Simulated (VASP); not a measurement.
# BaO (vib) (Fm-3m) in VASP: vibrations by perturbation theory with LDA

Aim: the vibrations by perturbation theory of BaO (vib) with LDA.

All numbers are computed with VASP 6.6.1; they aren't measurements. Logs are shortened: lines on timing, memory, paths and dates and some standing lists are left out, and cuts for length are marked.

## (1) The cell of the first run

The structure is cubic, space group Fm-3m (No. 225). The conventional cell has a = 5.434 Å, b = 5.434 Å, c = 5.434 Å, α = 90.00°, β = 90.00°, γ = 90.00°. Ba (site symmetry m-3m) has 6 O at 2.72 Å within 3.6 Å. Within 3.6 Å of O (site symmetry m-3m) lie 6 Ba at 2.72 Å.

## (2) Vibrations by perturbation theory, LDA

The input, INCAR:

```
PREC = Accurate
ENCUT = 600
EDIFF = 1E-8
ISMEAR = 0
SIGMA = 0.01
LREAL = False
LASPH = True
NELM = 120
ALGO = Normal
ISIF = 2
LWAVE = False
LCHARG = False
GGA = CA
IBRION = 8
NSW = 1
LEPSILON = True
GGA_COMPAT = False
```

The input, KPOINTS:

```
regular mesh
0
Gamma
  8 8 8
```

The input, POSCAR:

```
BaO
1.0
    0.0000000000      2.7170902327      2.7170902327
    2.7170902327      0.0000000000      2.7170902327
    2.7170902327      2.7170902327      0.0000000000
Ba O
1 1
Direct
    0.0000000000      0.0000000000      0.0000000000
    0.5000000000      0.5000000000      0.5000000000
```

Potentials or basis: VASP PAW LDA potentials, release 64 (Ba_sv, O).

Launch:

```
> cat potpaw_LDA.64/Ba_sv/POTCAR potpaw_LDA.64/O/POTCAR > POTCAR
> mpirun -np 1 vasp_std > vasp.out
```

OUTCAR:

```text
PREC = Accurate
   ENCUT = 600
   EDIFF = 1E-8
   ISMEAR = 0
   LREAL = False
   LASPH = True
   NELM = 120
   ISIF = 2
   GGA = CA
   IBRION = 8
   NSW = 1
   LEPSILON = True

 ion  position               nearest neighbor table
   1  0.000  0.000  0.000-   2 2.72   2 2.72   2 2.72   2 2.72   2 2.72   2 2.72
   2  0.500  0.500  0.500-   1 2.72   1 2.72   1 2.72   1 2.72   1 2.72   1 2.72

  LATTYP: Found a face centered cubic cell.
 ALAT       =     5.4341804654

  Lattice vectors:

 A1 = (   0.0000000000,   2.7170902327,   2.7170902327)
 A2 = (   2.7170902327,   0.0000000000,   2.7170902327)
 A3 = (   2.7170902327,   2.7170902327,   0.0000000000)

Analysis of symmetry for initial positions (statically):
=====================================================================
 Subroutine PRICEL returns:
 Original cell was already a primitive cell.

 Routine SETGRP: Setting up the symmetry group for a
 face centered cubic supercell.

 Subroutine GETGRP returns: Found 48 space group operations
 (whereof 48 operations were pure point group operations)
 out of a pool of 48 trial point group operations.

The static configuration has the point symmetry O_h .

Analysis of symmetry for dynamics (positions and initial velocities):
=====================================================================
 Subroutine PRICEL returns:
 Original cell was already a primitive cell.

 Routine SETGRP: Setting up the symmetry group for a
 face centered cubic supercell.

 Subroutine GETGRP returns: Found 48 space group operations
 (whereof 48 operations were pure point group operations)
 out of a pool of 48 trial point group operations.

The dynamic configuration has the point symmetry O_h .

 Subroutine INISYM returns: Found 48 space group operations
 (whereof 48 operations are pure point group operations),
 and found     1 'primitive' translations

----------------------------------------------------------------------------------------
[... 592 lines left out ...]

 MACROSCOPIC STATIC DIELECTRIC TENSOR (including local field effects in DFT)
 ------------------------------------------------------
           4.423977     0.000000    -0.000000
          -0.000000     4.423977     0.000000
          -0.000000    -0.000000     4.423977
 ------------------------------------------------------

 PIEZOELECTRIC TENSOR (including local field effects)  for field in x, y, z        (e  Angst)
          XX          YY          ZZ          XY          YZ          ZX
  --------------------------------------------------------------------------------
  x     0.00000     0.00000     0.00000     0.00000     0.00000     0.00000
  y     0.00000     0.00000     0.00000     0.00000     0.00000     0.00000
  z     0.00000     0.00000     0.00000     0.00000     0.00000     0.00000

 PIEZOELECTRIC TENSOR (including local field effects)  for field in x, y, z        (C/m^2)
          XX          YY          ZZ          XY          YZ          ZX
  --------------------------------------------------------------------------------
  x     0.00000     0.00000     0.00000     0.00000     0.00000     0.00000
  y     0.00000     0.00000     0.00000     0.00000     0.00000     0.00000
  z     0.00000     0.00000     0.00000     0.00000     0.00000     0.00000

 BORN EFFECTIVE CHARGES (including local field effects) (in |e|, cummulative output)
 ---------------------------------------------------------------------------------
 ion    1
    1     2.82816    -0.00000     0.00000
    2    -0.00000     2.82816     0.00000
    3     0.00000     0.00000     2.82816
 ion    2
    1    -2.82816     0.00000     0.00000
    2     0.00000    -2.82816    -0.00000
    3    -0.00000    -0.00000    -2.82816

 INTERNAL STRAIN TENSOR FOR ION    2 for displacements in x,y,z  (eV/Angst):
          X           Y           Z          XY          YZ          ZX
  --------------------------------------------------------------------------------
  x     0.00000     0.00000     0.00000     0.00000     0.00000     0.00000
  y     0.00000     0.00000     0.00000     0.00000     0.00000     0.00000
  z     0.00000     0.00000     0.00000     0.00000     0.00000     0.00000

 SECOND DERIVATIVES (NOT SYMMETRIZED)
 ------------------------------------
               1X          1Y          1Z          2X          2Y          2Z
  1X    -0.817172    0.000000    0.000000    0.817172    0.000000    0.000000
  1Y     0.000000   -0.817172    0.000000    0.000000    0.817172    0.000000
  1Z     0.000000    0.000000   -0.817172    0.000000    0.000000    0.817172
  2X     0.810391    0.000000    0.000000   -0.810391    0.000000    0.000000
  2Y     0.000000    0.810391    0.000000    0.000000   -0.810391    0.000000
  2Z     0.000000    0.000000    0.810391    0.000000    0.000000   -0.810391

 Eigenvectors and eigenvalues of the dynamical matrix
 ----------------------------------------------------

   1 f  =    3.719284 THz    23.368951 2PiTHz  124.061961 cm-1    15.381716 meV
             X         Y         Z           dx          dy          dz
      0.000000  0.000000  0.000000    -0.294237    0.136232    0.000000
      2.717090  2.717090  2.717090     0.858427   -0.397453    0.000000
[... 21 lines left out ...]
   6 f/i=    0.004753 THz     0.029862 2PiTHz    0.158531 cm-1     0.019655 meV
             X         Y         Z           dx          dy          dz
      0.000000  0.000000  0.000000     0.032057   -0.090628   -0.941076
      2.717090  2.717090  2.717090     0.010988   -0.031064   -0.322566

--------------------------------------------------------------------------------------------------------

 MACROSCOPIC STATIC DIELECTRIC TENSOR IONIC CONTRIBUTION
 ------------------------------------------------------
          44.332134     0.000000     0.000000
           0.000000    44.332134    -0.000000
           0.000000    -0.000000    44.332134
 ------------------------------------------------------

 ELASTIC MODULI CONTR FROM IONIC RELAXATION (kBar)
 Direction    XX          YY          ZZ          XY          YZ          ZX
 --------------------------------------------------------------------------------
 XX           0.0000      0.0000      0.0000      0.0000      0.0000      0.0000
 YY           0.0000      0.0000      0.0000      0.0000      0.0000      0.0000
 ZZ           0.0000      0.0000      0.0000      0.0000      0.0000      0.0000
 XY           0.0000      0.0000      0.0000      0.0000      0.0000      0.0000
 YZ           0.0000      0.0000      0.0000      0.0000      0.0000      0.0000
 ZX           0.0000      0.0000      0.0000      0.0000      0.0000      0.0000
 --------------------------------------------------------------------------------

 PIEZOELECTRIC TENSOR IONIC CONTR  for field in x, y, z        (C/m^2)
          XX          YY          ZZ          XY          YZ          ZX
  --------------------------------------------------------------------------------
  x     0.00000     0.00000     0.00000     0.00000     0.00000     0.00000
  y     0.00000     0.00000     0.00000     0.00000     0.00000     0.00000
  z     0.00000     0.00000     0.00000     0.00000     0.00000     0.00000
```

OSZICAR:

```text
N       E                     dE             d eps       ncg     rms          rms(c)
DAV:   1     0.919594534977E+02    0.91959E+02   -0.88839E+03   696   0.139E+03
DAV:   2    -0.112738961749E+02   -0.10323E+03   -0.93497E+02   992   0.247E+02
DAV:   3    -0.156330990527E+02   -0.43592E+01   -0.43287E+01   900   0.533E+01
DAV:   4    -0.157017514986E+02   -0.68652E-01   -0.68596E-01   868   0.679E+00
[... 196 lines left out ...]
RMM:   8    -0.360903049115E+00    0.15593E-05   -0.17397E-06  2948   0.694E-04    0.163E-04
RMM:   9    -0.360901879838E+00    0.11693E-05   -0.11138E-06  2822   0.271E-04    0.518E-05
RMM:  10    -0.360902815710E+00   -0.93587E-06   -0.31737E-07  2748   0.115E-04    0.145E-05
RMM:  11    -0.360903023960E+00   -0.20825E-06    0.33811E-08  3058   0.403E-05    0.408E-06
RMM:  12    -0.360903031153E+00   -0.71929E-08   -0.10724E-08  3087   0.122E-05    0.135E-06
 Linear response finished
```

stdout:

```text
POSCAR found type information on POSCAR BaO
 POSCAR found :  2 types and       2 ions
 scaLAPACK will be used
 LDA part: xc-table for (Slater(with rela. corr.)+CA(PZ))
 , standard interpolation
 POSCAR, INCAR and KPOINTS ok, starting setup
 FFT: planning ... GRIDC
 FFT: planning ... GRID_SOFT
 FFT: planning ... GRID
[... 24 lines left out ...]
 Linear response to external field, progress :
  Direction:   3
 dielectric tensor                  component  3 :     0.005     0.121     4.424
 Linear response DOF=           2
 Linear response progress:
 first order change of Fermi-energy  -0.56830E-04
 force on displaced ion       1 direction 1 :  -0.817   0.000   0.000
 Born effective charge ion    1 direction 1 :   2.828   0.000   0.000
 Linear response progress:
 first order change of Fermi-energy  -0.25633E-03
 force on displaced ion       2 direction 1 :  -0.810   0.000   0.000
 Born effective charge ion    2 direction 1 :  -2.829   0.000   0.000
 Born effective charges drift removed
 Linear response finished
```

Run time: 8.2 min. Hardware: 1 thread of Intel Xeon 8259CL, shared host; peak memory 0.26 GiB.

What came out:

| Property | Result |
| --- | --- |
| Electronic dielectric tensor (diagonal) | 4.42 |
| Born charges (mean of the diagonal) | Ba +2.83; O -2.83 e |
| Highest phonon frequency at Γ, LO-TO splitting left out | 124 cm⁻¹ |

Phonon frequencies in cm⁻¹ (negative: imaginary):
```tsv
q point	frequencies
(0.000, 0.000, 0.000)	0 0 0 124 124 124
```

Electronic dielectric tensor:
```
4.42 0.00 0.00
0.00 4.42 0.00
0.00 0.00 4.42
```

Born effective charge tensors (e):
atom 1, Ba
```
2.83 0.00 0.00
0.00 2.83 0.00
0.00 0.00 2.83
```
atom 2, O
```
-2.83  0.00  0.00
 0.00 -2.83  0.00
 0.00  0.00 -2.83
```

Caveat: the cell wasn't relaxed at this level first, which shifts response properties; spin-orbit coupling is left out, which moves the levels of the heavy elements.
